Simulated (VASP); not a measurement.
A run of VASP 6.6.1 is set up as follows.

File INCAR:

```
PREC = Accurate
ENCUT = 520
EDIFF = 1E-7
ISMEAR = 0
SIGMA = 0.1
LREAL = F
LASPH = T
NELM = 100
ALGO = Normal
ISIF = 2
LWAVE = F
LCHARG = F
GGA = PE
NBANDS = 40
```

File KPOINTS:

```
Automatic mesh
0
Gamma
  4 4 4
```

Contents of POSCAR:

```
CaInC4N4
1.0
    6.2134436000      0.0000000000      0.0000000000
    0.0000000000      6.2134436000      0.0000000000
    0.0000000000      0.0000000000      6.2134436000
Ca In C N
1 1 4 4
Direct
    0.5000000000      0.5000000000      0.5000000000
    0.0000000000      0.0000000000      0.0000000000
    0.1859319800      0.1859319800      0.1859319800
    0.1859319800      0.8140680200      0.8140680200
    0.8140680200      0.1859319800      0.8140680200
    0.8140680200      0.8140680200      0.1859319800
    0.2946478300      0.2946478300      0.2946478300
    0.2946478300      0.7053521700      0.7053521700
    0.7053521700      0.2946478300      0.7053521700
    0.7053521700      0.7053521700      0.2946478300
```

Potentials or basis: VASP PAW PBE potentials, release 64 (Ca_sv, In_d, C, N).

The run is started by

```bash
$ cat potpaw_PBE.64/Ca_sv/POTCAR potpaw_PBE.64/In_d/POTCAR potpaw_PBE.64/C/POTCAR potpaw_PBE.64/N/POTCAR > POTCAR
$ mpirun -np 1 vasp_std > vasp.out
```

Problem. What does it give for the band gap on the k mesh?

Solution. Zero (an odd number of electrons rules out a gap without spin polarisation).

Problem. Estimate the largest force.

Solution. 1.872 eV/Å.

Problem. What does it give for the pressure?

Solution. 8.4 GPa.

Forces on the atoms (eV/Å):
```
Ca   0.000  0.000  0.000
In   0.000  0.000  0.000
C    1.081  1.081  1.081
C    1.081 -1.081 -1.081
C   -1.081  1.081 -1.081
C   -1.081 -1.081  1.081
N   -0.156 -0.156 -0.156
N   -0.156  0.156  0.156
N    0.156 -0.156  0.156
N    0.156  0.156 -0.156
```

Caveat: the cell stands under pressure; spin-orbit coupling is left out, which moves the levels of the heavy elements; an odd number of electrons without spin polarisation forces a metal; a magnetic or distorted state may lie lower.
